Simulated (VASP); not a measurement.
# WSe2 in VASP: single point with PBE

Aim: the single point of WSe2 with PBE.

Program: VASP 6.6.1. These are calculated values, not measurements. Logs are shortened: lines on timing, memory, paths and dates and some standing lists are left out, and cuts for length are marked.

## 1. The cell of the first run

The cell holds a slab with vacuum, 6 atoms: a = 3.352 Å, b = 3.483 Å, c = 23.489 Å, α = 95.92°, β = 90.00°, γ = 118.76°.

## 2. Single point, PBE (strained and its atoms moved)

INCAR

```
PREC = Accurate
ENCUT = 520
EDIFF = 1E-7
ISMEAR = 0
SIGMA = 0.02
LREAL = False
LASPH = True
NELM = 60
ALGO = Normal
ISIF = 2
LWAVE = False
LCHARG = False
GGA = PE
NBANDS = 35
```

KPOINTS

```
Automatic mesh
0
Gamma
  9 9 2
```

POSCAR

```
WSe2
1.0
    3.3520935147      0.0000000000      0.0000000000
   -1.6760467574      3.0486767421     -0.1724007130
    0.0000000000     -1.4441111562     23.4449039357
W Se
2 4
Direct
    0.6931799039      0.3675905106      0.1394390556
    0.3255893934      0.6324094894      0.8605609444
    0.3380230384      0.6520837028      0.2136354555
    0.6364731242      0.3156779196      0.9194630201
    0.3207952046      0.6843220804      0.0805369799
    0.6859393356      0.3479162972      0.7863645445
```

Potentials or basis: VASP PAW PBE potentials, release 64 (W_sv, Se).

The run is started by

```sh
$ cat potpaw_PBE.64/W_sv/POTCAR potpaw_PBE.64/Se/POTCAR > POTCAR
$ mpirun -np 1 vasp_std > vasp.out
```

OUTCAR:

```text
PREC = Accurate
   ENCUT = 520
   EDIFF = 1E-7
   ISMEAR = 0
   LREAL = False
   LASPH = True
   NELM = 60
   ISIF = 2
   GGA = PE

 ion  position               nearest neighbor table
   1  0.693  0.368  0.139-   5 2.37   5 2.37   3 2.49   3 2.50   5 2.52   3 2.95
   2  0.326  0.632  0.861-   4 2.37   4 2.37   6 2.49   6 2.50   4 2.52   6 2.95
   3  0.338  0.652  0.214-   1 2.49   1 2.50   1 2.95
   4  0.636  0.316  0.919-   2 2.37   2 2.37   2 2.52
   5  0.321  0.684  0.081-   1 2.37   1 2.37   1 2.52
   6  0.686  0.348  0.786-   2 2.49   2 2.50   2 2.95

  LATTYP: Found a base centered monoclinic cell.
 ALAT       =     6.1070948523
 B/A-ratio  =     0.5488851239
 C/A-ratio  =     3.8462375480
 COS(beta)  =    -0.1177337238

  Lattice vectors:

 A1 = (   1.6760467573,   3.0486767421,  -0.1724007130)
 A2 = (  -1.6760467574,   3.0486767421,  -0.1724007130)
 A3 = (   0.0000000000,  -1.4441111562,  23.4449039357)

Analysis of symmetry for initial positions (statically):
=====================================================================
 Subroutine PRICEL returns:
 Original cell was already a primitive cell.

 Routine SETGRP: Setting up the symmetry group for a
 base centered monoclinic supercell.

 Subroutine GETGRP returns: Found  2 space group operations
 (whereof  2 operations were pure point group operations)
 out of a pool of  4 trial point group operations.

The static configuration has the point symmetry C_2 .

Analysis of symmetry for dynamics (positions and initial velocities):
=====================================================================
 Subroutine PRICEL returns:
 Original cell was already a primitive cell.

 Routine SETGRP: Setting up the symmetry group for a
 base centered monoclinic supercell.

 Subroutine GETGRP returns: Found  2 space group operations
 (whereof  2 operations were pure point group operations)
 out of a pool of  4 trial point group operations.

The dynamic configuration has the point symmetry C_2 .

 Subroutine INISYM returns: Found  2 space group operations
 (whereof  2 operations are pure point group operations),
 and found     1 'primitive' translations

----------------------------------------------------------------------------------------

                                     Primitive cell

  volume of cell :     238.7595
[... 92 lines left out ...]
   LNONCOLLINEAR =      F non collinear calculations
   LSORBIT =      F    spin-orbit coupling
   LASPH  =      T    aspherical Exc in radial PAW
   ENCUT  =  520.0 eV  38.22 Ry    6.18 a.u.   6.23  6.48 43.67*2*pi/ulx,y,z
   NELM   =     60;   NELMIN=  2; NELMDL= -5     # of ELM steps
   EDIFF  = 0.1E-06   stopping-criterion for ELM
   LREAL  =      F    real-space projection
   EDIFFG = 0.1E-05   stopping-criterion for IOM
   NSW    =      0    number of steps for IOM
   IBRION =     -1    ionic relax: 0-MD 1-quasi-New 2-CG
   NFREE  =      0    steps in history (QN), initial steepest desc. (CG)
   ISIF   =      2    stress and relaxation
   ISYM   =      2    0-nonsym 1-usesym 2-fastsym
   POTIM  = 0.5000    time-step for ionic-motion
   TEBEG  =    0.0;   TEEND  =   0.0 temperature during run
   PSTRESS=    0.0 pullay stress
   NELECT =      52.0000    total number of electrons
   NUPDOWN=      -1.0000    fix difference up-down
   EMIN   =  10.00;   EMAX   =-10.00  energy-range for DOS
   EFERMI =   0.00;   METHOD = LEGACY
   ISMEAR =     0;   SIGMA  =   0.02  broadening in eV -4-tet -1-fermi 0-gaus
   EFERMI_NEDOS =   21; number of points for ismear=-14 and -15
   IALGO  =     38    algorithm
   IMIX   =      4    mixing-type and parameters
     AMIX     =   0.40;   BMIX     =  1.00
     AMIX_MAG =   1.60;   BMIX_MAG =  1.00
  volume/ion in A,a.u.               =      39.79       268.54
  Fermi-wavevector in a.u.,A,eV,Ry     =   0.984969  1.861321 13.199873  0.970163
  Thomas-Fermi vector in A             =   2.116241
   LORBIT       =      0    0 simple, 1 ext, 2 COOP (PROOUT), +10 PAW based schemes
   GGA     = PE    functional components
   LHFCALC =     F    Hartree Fock is set to
   AEXX    =    0.0000 exact exchange contribution
   IVDW    =     0    specifies the selected vdW correction
   LEPSILON=     F    determine dielectric tensor
   LRPA    =     F    only Hartree local field effects (RPA)
 non-spin polarized calculation
 Gauss-broadening in eV      SIGMA  =   0.02
  energy-cutoff  :      520.00
  volume of cell :      238.76
 maximum number of plane-waves:      6484
 NGX is ok and might be reduce to    28
   NGX = 13   NGY = 13   NGZ = 87

 number of electron      52.0000004 magnetization

 Free energy of the ion-electron system (eV)
  ---------------------------------------------------
  ext. energy  EPLUGINS =         0.00000000
  ---------------------------------------------------
  free energy    TOTEN  =       -41.00149185 eV

  energy without entropy =      -41.00138387  energy(sigma->0) =      -41.00143786

 E-fermi :   1.2306     XC(G=0):  -6.1139

 val. band max:        1.2098849602   @ k =   0.0000  -0.0000   0.5000
 cond. band min:       1.2582370777   @ k =   0.3333   0.3333   0.5000
 fundamental gap:      0.0483521175
 Fermi energy:         1.2306155656

 k-point     1 :       0.0000    0.0000    0.0000
  band No.  band energies     occupation
      1     -73.6335      2.00000
      2     -73.6335      2.00000
      3     -37.9121      2.00000
      4     -37.9121      2.00000
      5     -37.8653      2.00000
      6     -37.8653      2.00000
[... 901 lines left out ...]
     34       5.1557      0.00000
     35       5.3472      0.00000

 [... further k-points ...]
[... 5 lines left out ...]
  --------------------------------------------------------------------------------------
  -------------------------------------------------------------------------------------
  Total        2.8800461      3.9465152     12.5069889     -0.0000000      8.1201053     -0.0000000
  in kB       19.3263322     26.4827924     83.9272061     -0.0000000     54.4893543     -0.0000000
  external PRESSURE =      43.2454436 kB  Pullay stress =       0.0000000 kB

 VOLUME and BASIS-vectors are now :
 -----------------------------------------------------------------------------
  energy-cutoff  :      520.00
  volume of cell :      238.76
      direct lattice vectors                 reciprocal lattice vectors
     3.352093515  0.000000000  0.000000000     0.298321033  0.164578844  0.010137390
    -1.676046757  3.048676742 -0.172400713     0.000000000  0.329157688  0.020274781
     0.000000000 -1.444111156 23.444903936     0.000000000  0.002420442  0.042802282

 POSITION                                       TOTAL-FORCE (eV/Angst)
 -----------------------------------------------------------------------------------
      1.70750      0.91930      3.20576        -1.001376     -0.429209      4.014187
      0.03146      0.68527     20.06674        -1.001376      0.429209     -4.014187
      0.04016      1.67948      4.89624        -0.132490      1.527982      0.299824
      1.60443     -0.36541     21.50230         1.133866      1.092857      4.294438
     -0.07162      1.96997      1.77020         1.133866     -1.092857     -4.294438
      1.71621     -0.07491     18.37626        -0.132490     -1.527982     -0.299824
 -----------------------------------------------------------------------------------
    total drift:                                0.000036     -0.000000      0.000000

  FREE ENERGIE OF THE ION-ELECTRON SYSTEM (eV)
  ---------------------------------------------------
  free  energy   TOTEN  =       -41.0014918498 eV

  energy  without entropy=      -41.0013838665  energy(sigma->0) =      -41.00143786
```

It took 6.3 min on 1 thread of Intel Xeon 6975P-C (Granite Rapids), shared host; peak memory 0.6 GiB.

What came out:

```
Free energy            : -41.0015 eV
Largest force          : 4.574 eV/Å
Band gap on the k mesh : 0.05 eV, indirect (least direct gap 0.58 eV)
```

Forces in eV/Å, atoms in the order of the input:
```
W   -1.001 -0.429  4.014
W   -1.001  0.429 -4.014
Se  -0.132  1.528  0.300
Se   1.134  1.093  4.294
Se   1.134 -1.093 -4.294
Se  -0.132 -1.528 -0.300
```

Caveat: the cell differs from its parent crystal (strained and its atoms moved); spin-orbit coupling is left out, which moves the levels of the heavy elements.
